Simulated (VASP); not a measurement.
# CdF2: single point with r2SCAN

CdF2:

```
Cd F
1.0
     0.00000    2.69400    2.69400
     2.69400    0.00000    2.69400
     2.69400    2.69400    0.00000
Cd F
1 2
Direct
  0.00000 0.00000 0.00000
  0.25000 0.25000 0.25000
  0.75000 0.75000 0.75000
```

```
Program                : VASP 6.6.1
Task                   : single point
Functional             : r2SCAN
Potentials or basis    : VASP PAW PBE potentials, release 64 (Cd_sv_GW, F)
Cutoff                 : 770 eV
k mesh                 : 8 × 8 × 8
Occupations            : gaussian, width 0.01 eV
Spin                   : no spin polarisation
Dipole correction      : no
Further INCAR settings : ALGO = Normal; EDIFF = 1e-06; NBANDS = 24
```

```yaml
Pressure: -0.4 GPa
Band_gap_on_the_k_mesh: 3.79 eV (least direct gap 4.31 eV)
```

Levels at points of the mesh, in eV from the valence-band top:
| k point | band 13 | band 14 | band 15 | band 16 | band 17 | band 18 | band 19 | band 20 | band 21 | band 22 |
| --- | --- | --- | --- | --- | --- | --- | --- | --- | --- | --- |
| (0.00, 0.00, 0.00) | -0.99 | -0.99 | -0.52 | -0.52 | -0.52 | 3.79 | 13.61 | 13.61 | 13.61 | 17.95 |
| (0.50, 0.00, 0.00) | -2.28 | -1.85 | -1.85 | -0.41 | -0.41 | 8.02 | 9.70 | 15.61 | 15.61 | 18.99 |
| (0.50, 0.50, 0.00) | -2.96 | -2.96 | -0.52 | -0.09 | -0.09 | 8.91 | 10.58 | 12.21 | 15.31 | 15.31 |

Run time: 2.4 min on 1 thread of Intel(R) Xeon(R) Platinum 8488C (Sapphire Rapids), on a shared host, peak memory 0.25 GiB.

Caveat: the PAW data sets were made with another functional, which shifts forces and pressure a little. r2SCAN opens gaps a little over a GGA but as a rule still falls short of measured ones.
